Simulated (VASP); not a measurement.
# Cu14Mo in VASP: single point with r2SCAN

Aim: the single point of Cu14Mo with r2SCAN.

All numbers are computed with VASP 6.6.1; they aren't measurements. Logs are shortened: lines on timing, memory, paths and dates and some standing lists are left out, and cuts for length are marked.

## Step 1: The cell of the first run

The cell holds a slab with vacuum, 15 atoms: a = 4.383 Å, b = 4.383 Å, c = 20.265 Å, α = 90.00°, β = 90.00°, γ = 120.00°.

## Step 2: Single point, r2SCAN

POSCAR

```
Cu14Mo
1.0
    3.7959364553      2.1915849343      0.0000000000
   -3.7959364553      2.1915849343      0.0000000000
    0.0000000000      0.0000000000     20.2650226222
Cu Mo
14 1
Direct
    0.0000000000      0.0000000000      0.2944023010
    0.3333333333      0.6666666667      0.2955775651
    0.6666666667      0.3333333333      0.2955775651
    0.3337437925      1.0000000000      0.3959037558
    0.6662562075      0.6662562075      0.3959037558
    0.0000000000      0.3337437925      0.3959037558
    0.6661326582      1.0000000000      0.4977530288
    1.0000000000      0.6661326582      0.4977530288
    0.3338673418      0.3338673418      0.4977530288
    0.3333333333      0.6666666667      0.6017061404
    0.6666666667      0.3333333333      0.6017061404
    0.3371000180      1.0000000000      0.7080534867
    0.6628999820      0.6628999820      0.7080534867
    1.0000000000      0.3371000180      0.7080534867
    1.0000000000      1.0000000000      0.6058846333
```

INCAR.step1

```
PREC = Accurate
ENCUT = 580
ISMEAR = 1
SIGMA = 0.1
LREAL = False
LASPH = True
NELM = 120
LDIPOL = True
IDIPOL = 3
DIPOL = 0.5 0.5 0.500
NBANDS = 97
GGA = PE
ALGO = Normal
EDIFF = 1E-5
LWAVE = True
LCHARG = False
GGA_COMPAT = False
NELMDL = -8
```

INCAR.step2

```
PREC = Accurate
ENCUT = 580
EDIFF = 1E-6
ISMEAR = 1
SIGMA = 0.1
LREAL = False
LASPH = True
NELM = 120
ALGO = Normal
ISIF = 2
LWAVE = False
LCHARG = False
LDIPOL = True
IDIPOL = 3
DIPOL = 0.5 0.5 0.500
METAGGA = R2SCAN
LMIXTAU = True
NBANDS = 97
ISTART = 1
GGA_COMPAT = False
```

KPOINTS

```
Automatic mesh
0
Gamma
  9 9 1
```

Potentials or basis: VASP PAW PBE potentials, release 64 (Cu, Mo_sv).

Run with:

```bash
> cat potpaw_PBE.64/Cu/POTCAR potpaw_PBE.64/Mo_sv/POTCAR > POTCAR
> cp INCAR.step1 INCAR
> mpirun -np 1 vasp_std > vasp.out
> cp INCAR.step2 INCAR
> mpirun -np 1 vasp_std > vasp.out
```

OUTCAR:

```text
PREC = Accurate
   ENCUT = 580
   EDIFF = 1E-6
   ISMEAR = 1
   LREAL = False
   LASPH = True
   NELM = 120
   ISIF = 2
   METAGGA = R2SCAN
   ISTART = 1

 ion  position               nearest neighbor table
   1  0.000  0.000  0.294-   4 2.52   6 2.52   5 2.52   3 2.53   2 2.53   2 2.53   3 2.53   3 2.53
                             2 2.53
   2  0.333  0.667  0.296-   4 2.50   6 2.50   5 2.50   3 2.53   3 2.53   3 2.53   1 2.53   1 2.53
                             1 2.53
   3  0.667  0.333  0.296-   6 2.50   4 2.50   5 2.50   2 2.53   2 2.53   2 2.53   1 2.53   1 2.53
                             1 2.53
   4  0.334  0.000  0.396-   2 2.50   3 2.50   1 2.52   7 2.53   5 2.53   5 2.53   6 2.53   6 2.53
                             9 2.53   8 2.53   6 2.53   5 2.53
   5  0.666  0.666  0.396-   2 2.50   3 2.50   1 2.52   9 2.53   6 2.53   4 2.53   4 2.53   6 2.53
                             8 2.53   7 2.53   4 2.53   6 2.53
   6  0.000  0.334  0.396-   3 2.50   2 2.50   1 2.52   8 2.53   5 2.53   5 2.53   4 2.53   4 2.53
                             9 2.53   7 2.53   4 2.53   5 2.53
   7  0.666  0.000  0.498-   4 2.53   9 2.53   9 2.53   8 2.53   8 2.53   5 2.53   6 2.53   8 2.53
                             9 2.53  11 2.56  10 2.56  15 2.64
   8  0.000  0.666  0.498-   6 2.53   9 2.53   9 2.53   7 2.53   7 2.53   5 2.53   4 2.53   7 2.53
                             9 2.53  10 2.56  11 2.56  15 2.64
   9  0.334  0.334  0.498-   5 2.53   7 2.53   8 2.53   7 2.53   8 2.53   4 2.53   6 2.53   8 2.53
                             7 2.53  10 2.56  11 2.56  15 2.64
  10  0.333  0.667  0.602-  11 2.53  11 2.53  11 2.53  15 2.53  15 2.53  15 2.53   8 2.56   7 2.56
                             9 2.56  12 2.60  14 2.60  13 2.60
  11  0.667  0.333  0.602-  10 2.53  10 2.53  10 2.53  15 2.53  15 2.53  15 2.53   7 2.56   8 2.56
                             9 2.56  14 2.60  12 2.60  13 2.60
  12  0.337  0.000  0.708-  13 2.52  13 2.52  14 2.52  14 2.52  15 2.54  14 2.56  13 2.56  10 2.60
                            11 2.60
  13  0.663  0.663  0.708-  12 2.52  14 2.52  12 2.52  14 2.52  15 2.54  14 2.56  12 2.56  11 2.60
                            10 2.60
  14  0.000  0.337  0.708-  13 2.52  13 2.52  12 2.52  12 2.52  15 2.54  12 2.56  13 2.56  11 2.60
                            10 2.60
  15  0.000  0.000  0.606-  10 2.53  11 2.53  11 2.53  10 2.53  11 2.53  10 2.53  12 2.54  14 2.54
                            13 2.54   8 2.64   7 2.64   9 2.64

  LATTYP: Found a hexagonal cell.
 ALAT       =     4.3831698686
 C/A-ratio  =     4.6233714936

  Lattice vectors:

 A1 = (   3.7959364553,   2.1915849343,   0.0000000000)
 A2 = (  -3.7959364553,   2.1915849343,   0.0000000000)
 A3 = (   0.0000000000,   0.0000000000,  20.2650226222)

Analysis of symmetry for initial positions (statically):
=====================================================================
 Subroutine PRICEL returns:
 Original cell was already a primitive cell.

 Routine SETGRP: Setting up the symmetry group for a
 hexagonal supercell.

[... 164 lines left out ...]
  energy-cutoff  :      580.00
  volume of cell :      337.17
 maximum number of plane-waves:     10741
 NGX is ok and might be reduce to    36
   NGX = 17   NGY = 17   NGZ = 79

 dipolmoment           0.000000      0.000000      0.127323 electrons x Angstroem

 number of electron     167.9999946 magnetization

 dipolmoment           0.000000      0.000000     -0.023974 electrons x Angstroem

 Free energy of the ion-electron system (eV)
  ---------------------------------------------------
  ext. energy  EPLUGINS =         0.00000000
  ---------------------------------------------------
  free energy    TOTEN  =      -172.77386363 eV

  energy without entropy =     -172.76760169  energy(sigma->0) =     -172.77177632

 E-fermi :   2.1240     XC(G=0):  -8.0758

 val. band max:        2.1225076067   @ k =   0.1111   0.1111   0.0000
 cond. band min:       2.1277724763   @ k =   0.2222   0.1111   0.0000
 fundamental gap:      0.0052648695
 Fermi energy:         2.1240493684

 k-point     1 :       0.0000    0.0000    0.0000
  band No.  band energies     occupation
      1     -60.9098      2.00000
      2     -34.3609      2.00000
      3     -34.3609      2.00000
      4     -34.2643      2.00000
      5      -7.4288      2.00000
      6      -6.5261      2.00000
[... 1177 lines left out ...]
     95       7.1038      0.00000
     96       7.1667      0.00000
 [bands above 96 left out]

------------------------ aborting loop because EDIFF is reached ----------------------------------------

 vacuum level on the upper side and lower side of the slab       (xc-potential included)        -0.191         0.081

  FORCE on cell =-STRESS in cart. coord.  units (eV):
  Direction    XX          YY          ZZ          XY          YZ          ZX
  --------------------------------------------------------------------------------------
  -------------------------------------------------------------------------------------
  Total        1.0485702      1.0485702      0.3622716      0.0000000      0.0000000      0.0000000
  in kB        4.9825742      4.9825742      1.7214344      0.0000000      0.0000000      0.0000000
  external PRESSURE =       3.8955276 kB  Pullay stress =       0.0000000 kB

 VOLUME and BASIS-vectors are now :
 -----------------------------------------------------------------------------
  energy-cutoff  :      580.00
  volume of cell :      337.17
      direct lattice vectors                 reciprocal lattice vectors
     3.795936455  2.191584934  0.000000000     0.131719802  0.228145390  0.000000000
    -3.795936455  2.191584934  0.000000000    -0.131719802  0.228145390  0.000000000
     0.000000000  0.000000000 20.265022622     0.000000000  0.000000000  0.049346108

 POSITION                                       TOTAL-FORCE (eV/Angst)
 -----------------------------------------------------------------------------------
      0.00000      0.00000      5.96607         0.000000      0.000000     -0.018630
     -1.26531      2.19158      5.98989         0.000000      0.000000     -0.010415
      1.26531      2.19158      5.98989         0.000000      0.000000     -0.010415
      1.26687      0.73143      8.02300         0.000285      0.000165     -0.003055
      0.00000      2.92031      8.02300         0.000000     -0.000330     -0.003055
     -1.26687      0.73143      8.02300        -0.000285      0.000165     -0.003055
      2.52860      1.45989     10.08698        -0.003550     -0.002050      0.007680
     -2.52860      1.45989     10.08698         0.003550     -0.002050      0.007680
      0.00000      1.46340     10.08698         0.000000      0.004099      0.007680
     -1.26531      2.19158     12.19359         0.000000      0.000000     -0.004771
      1.26531      2.19158     12.19359         0.000000      0.000000     -0.004771
      1.27961      0.73878     14.34872         0.006870      0.003966      0.015555
      0.00000      2.90560     14.34872         0.000000     -0.007933      0.015555
     -1.27961      0.73878     14.34872        -0.006870      0.003966      0.015555
      0.00000      0.00000     12.27827         0.000000      0.000000     -0.011540
 -----------------------------------------------------------------------------------
    total drift:                               -0.000000      0.000001      0.001835

  FREE ENERGIE OF THE ION-ELECTRON SYSTEM (eV)
  ---------------------------------------------------
  free  energy   TOTEN  =      -172.7738636335 eV

  energy  without entropy=     -172.7676016854  energy(sigma->0) =     -172.77177632

 vacuum level on the upper side and lower side of the slab         6.613         6.889
```

It took 2.7 h on 1 thread of AMD EPYC 7R13, shared host; peak memory 0.71 GiB.

Results:

* Free energy: -172.7739 eV
* Largest force: 0.019 eV/Å
* Band gap on the k mesh: zero (bands 84 and 85 overlap by 0.59 eV)

Forces on the atoms (eV/Å):
```
Cu   0.000  0.000 -0.019
Cu   0.000  0.000 -0.010
Cu   0.000  0.000 -0.010
Cu   0.000  0.000 -0.003
Cu   0.000  0.000 -0.003
Cu   0.000  0.000 -0.003
Cu  -0.004 -0.002  0.008
Cu   0.004 -0.002  0.008
Cu   0.000  0.004  0.008
Cu   0.000  0.000 -0.005
Cu   0.000  0.000 -0.005
Cu   0.007  0.004  0.016
Cu   0.000 -0.008  0.016
Cu  -0.007  0.004  0.016
Mo   0.000  0.000 -0.012
```

Levels at points of the mesh, in eV from the Fermi level:
```tsv
k point	band 82	band 83	band 84	band 85	band 86	band 87
(0.00, 0.00, 0.00)	-0.43	0.05	0.05	0.24	3.44	3.89
```

Caveat: the PAW data sets were made with another functional, which shifts forces and pressure a little.
